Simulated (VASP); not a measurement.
# Tl2PtS3 (P1) in VASP: relaxation of cell and atoms with PBEsol

Aim: the relaxation of cell and atoms of Tl2PtS3 with PBEsol.

All numbers are computed with VASP 6.6.1; they aren't measurements. Logs are shortened: lines on timing, memory, paths and dates and some standing lists are left out, and cuts for length are marked.

## Step 1: The cell of the first run

The typed cell holds 6 atoms: a = 3.701 Å, b = 3.763 Å, c = 11.035 Å, α = 88.92°, β = 90.07°, γ = 120.31°.

## Step 2: Relaxation of cell and atoms, PBEsol

INCAR reads:

```
SYSTEM = Tl2PtS3
PREC = Accurate
ENCUT = 600
EDIFF = 1E-7
ISMEAR = -1
SIGMA = 0.05
LREAL = .FALSE.
LASPH = .TRUE.
NELM = 80
ALGO = Normal
ISIF = 3
LWAVE = .FALSE.
LCHARG = .FALSE.
GGA = PS
IBRION = 2
NSW = 100
EDIFFG = -0.01
```

KPOINTS reads:

```
Automatic mesh
0
G
  6 6 2
  0 0 0
```

POSCAR reads:

```
Tl2PtS3
1.0
    3.7009212956     -0.0277786848     -0.0020638167
   -1.8745176901      3.2627597744      0.0352941369
   -0.0061206225      0.1173301023     11.0341452341
Tl Pt S
2 1 3
Direct
    0.2904576046      0.6122982958      0.6625005638
    0.6533448983      0.3678350430      0.3521694494
    0.0029989018      0.0171365660     -0.0226219823
    0.3498872828      0.6426426486      0.1352459369
    0.6591146153      0.3290701591      0.9106327465
    0.0170964176      0.0114903533      0.5094799682
```

Potentials or basis: VASP PAW PBE potentials, release 64 (Tl_d, Pt, S).

Started as:

```
$ cat potpaw_PBE.64/Tl_d/POTCAR potpaw_PBE.64/Pt/POTCAR potpaw_PBE.64/S/POTCAR > POTCAR
$ mpirun -np 1 vasp_std > vasp.out
```

OUTCAR:

```text
SYSTEM = Tl2PtS3
   PREC = Accurate
   ENCUT = 600
   EDIFF = 1E-7
   ISMEAR = -1
   LREAL = .FALSE.
   LASPH = .TRUE.
   NELM = 80
   ISIF = 3
   GGA = PS
   IBRION = 2
   NSW = 100
   EDIFFG = -0.01

 ion  position               nearest neighbor table
   1  0.290  0.612  0.663-   6 2.61   6 2.75   6 2.86   5 3.39   5 3.44   2 3.97   2 4.01
   2  0.653  0.368  0.352-   6 2.66   6 2.75   6 2.89   4 3.02   4 3.27   4 3.40   1 3.97   1 4.01

   3  0.003  0.017  0.977-   5 2.22   5 2.24   5 2.37   4 2.71   4 2.71   4 2.90
   4  0.350  0.643  0.135-   3 2.71   3 2.71   3 2.90   2 3.02   2 3.27   2 3.40
   5  0.659  0.329  0.911-   3 2.22   3 2.24   3 2.37   1 3.39   1 3.44
   6  0.017  0.011  0.509-   1 2.61   2 2.66   2 2.75   1 2.75   1 2.86   2 2.89

  LATTYP: Found a triclinic cell.
 ALAT       =    22.3820684586
 B/A-ratio  =     0.6562754556
 C/A-ratio  =     0.7580441572
 COS(alpha) =     0.0003621720
 COS(beta)  =     0.5413923537
 COS(gamma) =     0.8406297150

  Lattice vectors:

 A1 = (   3.7131625406,  -0.2624388894, -22.0703542849)
 A2 = (   9.2343668192,   3.0620936177, -11.0050425473)
 A3 = ( -11.0485291797,  -6.5317349119, -11.0964782411)

Analysis of symmetry for initial positions (statically):
=====================================================================
 Subroutine PRICEL returns:
 Original cell was already a primitive cell.

 Routine SETGRP: Setting up the symmetry group for a
 triclinic supercell.

 Subroutine GETGRP returns: Found  1 space group operations
 (whereof  1 operations were pure point group operations)
 out of a pool of  2 trial point group operations.

The static configuration has the point symmetry C_1 .

Analysis of symmetry for dynamics (positions and initial velocities):
=====================================================================
 Subroutine PRICEL returns:
 Original cell was already a primitive cell.

 Routine SETGRP: Setting up the symmetry group for a
 triclinic supercell.

 Subroutine GETGRP returns: Found  1 space group operations
 (whereof  1 operations were pure point group operations)
 out of a pool of  2 trial point group operations.

The dynamic configuration has the point symmetry C_1 .

 Subroutine INISYM returns: Found  1 space group operations
 (whereof  1 operations are pure point group operations),
 and found     1 'primitive' translations

[... 124 lines left out ...]
  Fermi-wavevector in a.u.,A,eV,Ry     =   1.213305  2.292815 20.029268  1.472110
  Thomas-Fermi vector in A             =   2.348762
   LORBIT       =      0    0 simple, 1 ext, 2 COOP (PROOUT), +10 PAW based schemes
   GGA     = PS    functional components
   LHFCALC =     F    Hartree Fock is set to
   AEXX    =    0.0000 exact exchange contribution
   IVDW    =     0    specifies the selected vdW correction
   LEPSILON=     F    determine dielectric tensor
   LRPA    =     F    only Hartree local field effects (RPA)
 conjugate gradient relaxation of ions
 non-spin polarized calculation
  energy-cutoff  :      600.00
  volume of cell :      132.65
 maximum number of plane-waves:      4457
 NGX is ok and might be reduce to    30
   NGX = 15   NGY = 15   NGZ = 45

--------------------------------------- Ionic step        1  -------------------------------------------

 number of electron      54.0000002 magnetization

 Free energy of the ion-electron system (eV)
  ---------------------------------------------------
  ext. energy  EPLUGINS =         0.00000000
  ---------------------------------------------------
  free energy    TOTEN  =       -25.59341465 eV

  energy without entropy =      -25.56287579  energy(sigma->0) =      -25.57814522

------------------------ aborting loop because EDIFF is reached ----------------------------------------

  FORCE on cell =-STRESS in cart. coord.  units (eV):
  Direction    XX          YY          ZZ          XY          YZ          ZX
  --------------------------------------------------------------------------------------
  -------------------------------------------------------------------------------------
  Total        4.1120051      1.7526666     -1.0669186     -0.0311134     -0.2235554     -0.3931437
  in kB       49.6656620     21.1690759    -12.8864672     -0.3757938     -2.7001495     -4.7484724
  external PRESSURE =      19.3160902 kB  Pullay stress =       0.0000000 kB
[... 101 lines left out ...]
  FREE ENERGIE OF THE ION-ELECTRON SYSTEM (eV)
  ---------------------------------------------------
  free  energy   TOTEN  =       -26.7249992909 eV

  energy  without entropy=      -26.7042198895  energy(sigma->0) =      -26.71460959

[... ionic steps 4 to 29 ...]

--------------------------------------- Ionic step       30  -------------------------------------------

 number of electron      54.0000001 magnetization

------------------------ aborting loop because EDIFF is reached ----------------------------------------
[... 75 lines left out ...]
--------------------------------------- Ionic step       32  -------------------------------------------

 number of electron      54.0000002 magnetization

 Free energy of the ion-electron system (eV)
  ---------------------------------------------------
  ext. energy  EPLUGINS =         0.00000000
  ---------------------------------------------------
  free energy    TOTEN  =       -27.23472868 eV

  energy without entropy =      -27.22546775  energy(sigma->0) =      -27.23009821

 E-fermi :   6.2882     XC(G=0): -10.4702

 val. band max:        6.2028261869   @ k =  -0.0000   0.1667   0.5000
 cond. band min:       6.5451450156   @ k =   0.3333   0.3333   0.0000
 fundamental gap:      0.3423188287
 Fermi energy:         6.2881756614

 k-point     1 :       0.0000    0.0000    0.0000
  band No.  band energies     occupation
      1      -9.0932      2.00000
      2      -6.9468      2.00000
      3      -6.8124      2.00000
      4      -4.7064      2.00000
      5      -4.7059      2.00000
      6      -4.6742      2.00000
[... 829 lines left out ...]
     31       9.9246      0.00000
     32       9.9430      0.00000

 [... further k-points ...]

------------------------ aborting loop because EDIFF is reached ----------------------------------------

  FORCE on cell =-STRESS in cart. coord.  units (eV):
  Direction    XX          YY          ZZ          XY          YZ          ZX
  --------------------------------------------------------------------------------------
  -------------------------------------------------------------------------------------
  Total        0.0474601      0.0387382     -0.0005779      0.0065932      0.0025209     -0.0026793
  in kB        0.5772588      0.4711742     -0.0070292      0.0801937      0.0306620     -0.0325879
  external PRESSURE =       0.3471346 kB  Pullay stress =       0.0000000 kB
[... 21 lines left out ...]
  FREE ENERGIE OF THE ION-ELECTRON SYSTEM (eV)
  ---------------------------------------------------
  free  energy   TOTEN  =       -27.2347286789 eV

  energy  without entropy=      -27.2254677476  energy(sigma->0) =      -27.23009821

 reached required accuracy - stopping structural energy minimisation
```

OSZICAR:

```text
N       E                     dE             d eps       ncg     rms          rms(c)
DAV:   1     0.348379610197E+03    0.34838E+03   -0.29430E+04  2560   0.174E+03
[... 326 lines left out ...]
DAV:   2    -0.272347786804E+02    0.22152E-03   -0.12780E-03  2608   0.260E-01    0.607E-02
DAV:   3    -0.272347401486E+02    0.38532E-04   -0.12567E-04  2992   0.749E-02    0.278E-02
DAV:   4    -0.272347290608E+02    0.11088E-04   -0.32321E-05  2976   0.341E-02    0.204E-02
DAV:   5    -0.272347281542E+02    0.90665E-06   -0.65467E-06  2960   0.157E-02    0.672E-03
DAV:   6    -0.272347285214E+02   -0.36728E-06   -0.10935E-06  3136   0.604E-03    0.190E-03
DAV:   7    -0.272347286364E+02   -0.11495E-06   -0.12848E-07  1600   0.220E-03    0.840E-04
DAV:   8    -0.272347286789E+02   -0.42537E-07   -0.15906E-08  1280   0.714E-04
  32 F= -.27234729E+02 E0= -.27230098E+02  d E =-.410104E-04
```

It took 37 min on 1 thread of Intel Xeon 6975P-C (Granite Rapids), shared host; peak memory 0.42 GiB.

Results:

* Free energy: -27.2347 eV
* Relaxed volume: 21.95 Å³/atom
* Relaxed cell: a = 3.705 Å, b = 3.706 Å, c = 11.079 Å, α = 89.98°, β = 90.00°, γ = 120.01°
* Space group after relaxing (to 0.1 Å): P-3m1 (No. 164)
* Energy gained by relaxing: 273.6 meV/atom
* Ionic steps: 32
* Pressure after relaxing: 0.0 GPa
* Largest force after relaxing: 0.006 eV/Å
* Band gap on the k mesh: zero (bands 27 and 28 overlap by 0.70 eV)

Forces on the atoms (eV/Å):
```
Tl   0.004  0.001 -0.001
Tl   0.001  0.000  0.001
Pt  -0.004 -0.001 -0.004
S   -0.003  0.003  0.001
S    0.000 -0.003  0.002
S    0.002  0.000  0.001
```

The path:
| step | energy change (eV) | largest force (eV/Å) | pressure (GPa) | volume (Å³) |
| --- | --- | --- | --- | --- |
| 1 | 0.0000 | 4.2222 | 1.93 | 132.65 |
| 2 | -1.0335 | 2.1101 | -4.05 | 137.77 |
| 3 | -1.1316 | 1.7007 | -5.56 | 139.85 |
| 4 | -1.3601 | 2.0651 | 2.70 | 125.67 |
| 5 | -1.4533 | 1.0858 | -0.72 | 130.23 |
| 6 | -1.5688 | 0.3519 | 0.76 | 127.91 |
| 7 | -1.5756 | 0.3144 | 1.33 | 127.21 |
| 8 | -1.6020 | 0.3163 | -0.45 | 130.08 |
| 9 | -1.6021 | 0.3243 | -0.57 | 130.29 |
| 10 | -1.6193 | 0.1469 | -0.11 | 130.13 |
| 11 | -1.6214 | 0.1766 | 0.13 | 130.05 |
| 12 | -1.6265 | 0.1547 | 0.04 | 130.42 |
| 13 | -1.6317 | 0.2557 | -0.16 | 131.31 |
| 14 | -1.6350 | 0.1673 | -0.06 | 131.33 |
| 15 | -1.6379 | 0.0537 | 0.19 | 131.35 |
| 16 | -1.6386 | 0.0487 | -0.05 | 131.76 |
| 17 | -1.6387 | 0.0498 | -0.15 | 131.93 |
| 18 | -1.6394 | 0.0408 | -0.10 | 131.90 |
| 19 | -1.6401 | 0.0714 | 0.05 | 131.82 |
| 20 | -1.6406 | 0.0434 | 0.05 | 131.90 |
| 21 | -1.6407 | 0.0333 | 0.05 | 131.96 |
| 22 | -1.6409 | 0.0246 | -0.02 | 132.09 |
| 23 | -1.6410 | 0.0221 | -0.10 | 132.24 |
| 24 | -1.6411 | 0.0166 | -0.01 | 132.13 |
| 25 | -1.6411 | 0.0163 | 0.00 | 132.12 |
| 26 | -1.6411 | 0.0123 | 0.00 | 132.10 |
| 27 | -1.6412 | 0.0196 | -0.01 | 132.07 |
| 28 | -1.6412 | 0.0173 | -0.01 | 132.05 |
| 29 | -1.6412 | 0.0119 | -0.02 | 132.00 |
| 30 | -1.6413 | 0.0175 | -0.04 | 131.89 |
| 31 | -1.6413 | 0.0110 | 0.00 | 131.82 |
| 32 | -1.6413 | 0.0058 | 0.03 | 131.73 |

Final structure:
```
Tl Pt S
1.0
     3.70506   -0.00022   -0.00081
    -1.85323    3.20917    0.00268
     0.00324   -0.00307   11.07887
Tl Pt S
2 1 3
Direct
  0.32616 0.66287 0.67347
  0.66042 0.33007 0.34218
  0.99781 0.99705 0.00800
  0.33079 0.66340 0.11111
  0.66443 0.33063 0.90485
  0.99330 0.99645 0.50779
```

Levels at points of the mesh, in eV from the Fermi level:
| k point | band 24 | band 25 | band 26 | band 27 | band 28 | band 29 | band 30 | band 31 |
| --- | --- | --- | --- | --- | --- | --- | --- | --- |
| (0.00, 0.00, 0.00) | -1.83 | -0.71 | -0.71 | 0.59 | 1.54 | 1.54 | 2.76 | 4.03 |
| (0.50, 0.00, 0.00) | -3.20 | -2.96 | -1.63 | -0.26 | -0.11 | 1.27 | 1.68 | 2.68 |
| (0.00, 0.50, 0.00) | -3.21 | -2.95 | -1.63 | -0.26 | -0.11 | 1.27 | 1.68 | 2.68 |
| (0.50, 0.50, 0.00) | -3.20 | -2.96 | -1.63 | -0.26 | -0.11 | 1.27 | 1.68 | 2.68 |
| (0.00, 0.00, 0.50) | -1.46 | -0.72 | -0.72 | -0.17 | 1.55 | 1.55 | 3.45 | 4.11 |
| (0.50, 0.00, 0.50) | -3.05 | -2.40 | -1.65 | -0.90 | 0.47 | 0.76 | 1.33 | 3.64 |
| (0.00, 0.50, 0.50) | -3.05 | -2.40 | -1.65 | -0.90 | 0.47 | 0.76 | 1.33 | 3.64 |
| (0.50, 0.50, 0.50) | -3.05 | -2.40 | -1.65 | -0.90 | 0.47 | 0.76 | 1.33 | 3.64 |

Caveat: the PAW data sets were made with another functional, which shifts forces and pressure a little; spin-orbit coupling is left out, which moves the levels of the heavy elements.

The gap in the log of VASP goes by the Fermi energy; the results here count the filled bands.